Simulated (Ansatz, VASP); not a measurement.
# One calculation of SnSe, two programs

```
Sn Se
1.0
    -0.06020    2.97990    2.97990
     2.97990   -0.06020    2.97990
     2.97990    2.97990   -0.06020
Sn Se
1 1
Cartesian
  0.0000 0.0000 0.0000
  2.9498 2.9498 2.9498
```

Change from the starting cell: equal xy, yz and zx shear strains of -2 %, crystal datasets.

Alike in both runs: task electric field gradients; functional PBE; k mesh 9 × 9 × 9; occupations fermi-dirac, width 0.02 eV; no spin polarisation.

|  | VASP | Ansatz |
| --- | --- | --- |
| version | VASP 6.6.1 | Ansatz 0.2.0 |
| potentials or method | VASP PAW PBE potentials, release 64 (Sn_d, Se), cutoff 520 eV | all-electron PAW with datasets made for the crystal, scalar-relativistic |

|  | VASP | Ansatz | Ansatz less VASP |
| --- | --- | --- | --- |
| pressure (GPa) | 1.0 | 1.0 | -0.01 |
| traceless stress, the component that is largest in VASP (GPa) | 0.36 | 0.36 | 0.000 |
| size of Vzz on the site where it differs most (V/Å²) | 0.5 | 1.3 | +0.81 |

Ansatz ran all-electron here, and VASP with PAW potentials.
